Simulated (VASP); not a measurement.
A run of VASP 6.6.1 is set up as follows.

Contents of INCAR:

```
  PREC = Accurate
  ENCUT = 500
  EDIFF = 1E-6
  ISMEAR = 0
  SIGMA = 0.2
  LREAL = F
  LASPH = T
  NELM = 120
  ALGO = Normal
  ISIF = 2
  LWAVE = F
  LCHARG = F
  GGA = PE
  NBANDS = 13
  GGA_COMPAT = F
```

Contents of KPOINTS:

```
Automatic mesh
0
Gamma
  9 9 9
```

Contents of POSCAR:

```
TaH
1.0
    1.4986905076      0.8652693680      2.5919183127
   -1.4986905076      0.8652693680      2.5919183127
    0.0000000000     -1.7305387360      2.5919183127
Ta H
1 1
Direct
    0.0000000000      0.0000000000      0.0000000000
    0.5000000000      0.5000000000      0.5000000000
```

Potentials or basis: VASP PAW PBE potentials, release 64 (Ta_pv, H).

Launch:

```console
$ cat potpaw_PBE.64/Ta_pv/POTCAR potpaw_PBE.64/H/POTCAR > POTCAR
$ mpirun -np 1 vasp_std > vasp.out
```

Task: Estimate the band gap on the k mesh.

Result: Zero (band 6 reaches 7.16 eV, above the bottom of band 7 at 5.83 eV).

Task: What does it give for the pressure?

Result: 0.4 GPa.

Stress tensor (GPa, compression positive):
```
 0.74  0.00  0.00
 0.00  0.74  0.00
 0.00  0.00 -0.35
```

Caveat: spin-orbit coupling is left out, which moves the levels of the heavy elements.
